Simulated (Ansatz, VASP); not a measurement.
Two plane-wave programs on Al3Pd

File INCAR:

```
SYSTEM = Al3Pd
PREC     = Accurate       ! precision mode
ENCUT    = 520            ! plane-wave cutoff, eV
EDIFF    = 1E-6           ! SCF threshold, eV
ISMEAR   = -1             ! smearing method
SIGMA    = 0.1            ! smearing width, eV
LREAL    = .FALSE.        ! projectors in reciprocal space
LASPH    = .TRUE.         ! aspherical terms in the spheres
NELM     = 60             ! most SCF steps
ALGO     = Fast           ! electronic algorithm
ISIF     = 2              ! what is computed and relaxed
LWAVE    = .FALSE.        ! write WAVECAR
LCHARG   = .FALSE.        ! write CHGCAR
GGA      = PE             ! functional
NBANDS   = 18             ! bands
```

File KPOINTS:

```
regular mesh
0
G
  10 10 10
  0 0 0
```

POSCAR

```
Al3Pd
1.0
    3.9469100000      0.0000000000      0.0000000000
    0.0000000000      3.9469100000      0.0000000000
    0.0000000000      0.0000000000      3.9469100000
Al Pd
3 1
Direct
    0.0000000000      0.5000000000      0.5000000000
    0.5000000000      0.0000000000      0.5000000000
    0.5000000000      0.5000000000      0.0000000000
    0.0000000000      0.0000000000      0.0000000000
```

Input for Ansatz:

```yaml
crystal:
  lattice:
    - [3.94691, 0.0, 0.0]
    - [0.0, 3.94691, 0.0]
    - [0.0, 0.0, 3.94691]
  atoms:
    - { symbol: Al, position: [0.0, 0.5, 0.5] }
    - { symbol: Al, position: [0.5, 0.0, 0.5] }
    - { symbol: Al, position: [0.5, 0.5, 0.0] }
    - { symbol: Pd, position: [0.0, 0.0, 0.0] }
basis:
  ecutwfc: 420
kpoints:
  mp_grid: { grid: [10, 10, 10] }
hamiltonian:
  xc: pbe
scf:
  occupations: { method: fermi_dirac, width: 0.1 }
output:
  forces: true
  stress: true
  eigenvalues: true
```

Alike in both runs: task single point; functional PBE; k mesh 10 × 10 × 10; occupations fermi-dirac, width 0.1 eV; no spin polarisation.

|  | VASP | Ansatz |
| --- | --- | --- |
| version | VASP 6.6.1 | Ansatz 0.2.0 |
| potentials or method | VASP PAW PBE potentials, release 64 (Al, Pd), cutoff 520 eV | scalar-relativistic, plane waves, PAW |
| valence electrons in the cell | 19 | 27 |

```tsv
	VASP	Ansatz	Ansatz less VASP
gap on the k mesh at the Fermi level (eV)	none	none	-
pressure (GPa)	1.1	1.2	+0.03
```

A gap of «none» marks a metal or a gap that the smearing closes. VASP's potentials hold 19 valence electrons a cell and Ansatz's 27, so a difference there can come from the potentials and not from the codes.
